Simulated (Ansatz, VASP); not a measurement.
One calculation of C, two programs

Contents of POSCAR:

```
C
1.0
    0.0000000000     -4.2535130786      0.0000000000
   -2.4558424086     -2.1267565393     -3.5617636578
    2.4558424086     -2.1267565393     -3.5617636578
C
8
Direct
    0.8332960723      0.5203596126      0.4796403874
    0.8332960723      0.0000000000      0.0000000000
    0.3332960723      0.7500000000      0.2500000000
    0.3332960723      0.2500000000      0.7500000000
    0.1667039277      0.5000000000      0.5000000000
    0.1667039277      0.0000000000      1.0000000000
    0.6667039277      0.7500000000      0.2500000000
    0.6667039277      0.2500000000      0.7500000000
```

File INCAR.step1:

```
SYSTEM = C
PREC = Accurate
ENCUT = 520
ISMEAR = 0
SIGMA = 0.05
LREAL = .FALSE.
LASPH = .TRUE.
NELM = 80
NBANDS = 26
GGA = PE
ALGO = Normal
EDIFF = 1E-4
LWAVE = .TRUE.
LCHARG = .FALSE.
```

File INCAR.step2:

```
SYSTEM = C
PREC = Accurate
ENCUT = 520
EDIFF = 1E-7
ISMEAR = 0
SIGMA = 0.05
LREAL = .FALSE.
LASPH = .TRUE.
NELM = 80
ALGO = Normal
ISIF = 2
LWAVE = .FALSE.
LCHARG = .FALSE.
METAGGA = R2SCAN
LMIXTAU = .TRUE.
NBANDS = 26
ISTART = 1
```

The input KPOINTS:

```
regular mesh
0
G
  8 8 8
  0 0 0
```

Input for Ansatz:

```yaml
crystal:
  lattice:
    - [0.0, -4.2535130786, 0.0]
    - [-2.4558424086, -2.1267565393, -3.5617636578]
    - [2.4558424086, -2.1267565393, -3.5617636578]
  atoms:
    - { symbol: C, position: [0.8332960723, 0.5203596126, 0.4796403874] }
    - { symbol: C, position: [0.8332960723, 0.0, 0.0] }
    - { symbol: C, position: [0.3332960723, 0.75, 0.25] }
    - { symbol: C, position: [0.3332960723, 0.25, 0.75] }
    - { symbol: C, position: [0.1667039277, 0.5, 0.5] }
    - { symbol: C, position: [0.1667039277, 0.0, 1.0] }
    - { symbol: C, position: [0.6667039277, 0.75, 0.25] }
    - { symbol: C, position: [0.6667039277, 0.25, 0.75] }
basis:
  ecutwfc: 500
kpoints:
  mp_grid: { grid: [8, 8, 8] }
hamiltonian:
  xc: r2scan
scf:
  occupations: { method: gaussian, width: 0.05 }
output:
  forces: true
  stress: true
  eigenvalues: true
```

Alike in both runs: task single point; functional r2SCAN; k mesh 8 × 8 × 8; occupations gaussian, width 0.05 eV; no spin polarisation.

|  | VASP | Ansatz |
| --- | --- | --- |
| version | VASP 6.6.1 | Ansatz 0.2.0 |
| potentials or method | VASP PAW PBE potentials, release 64 (C), cutoff 520 eV | scalar-relativistic, plane waves, PAW |
| valence electrons in the cell | 32 | 32 |

|  | VASP | Ansatz | Ansatz less VASP |
| --- | --- | --- | --- |
| gap on the k mesh at the Fermi level (eV) | 0.24 | 0.24 | 0.000 |
| least direct gap on the mesh (eV) | 0.36 | 0.36 | +0.001 |
| pressure (GPa) | 1.8 | 1.2 | -0.63 |
| traceless stress, the component that is largest in VASP (GPa) | -2.31 | -2.23 | +0.077 |
| rms of the force components (eV/Å) | 1.556 | 1.551 | -0.0053 |

VASP's potentials were made for PBE, not for r2SCAN. Atom by atom the forces differ by 0.008 eV/Å (rms over components). The functional is the same, so the differences come from potentials, cutoffs and numerics.
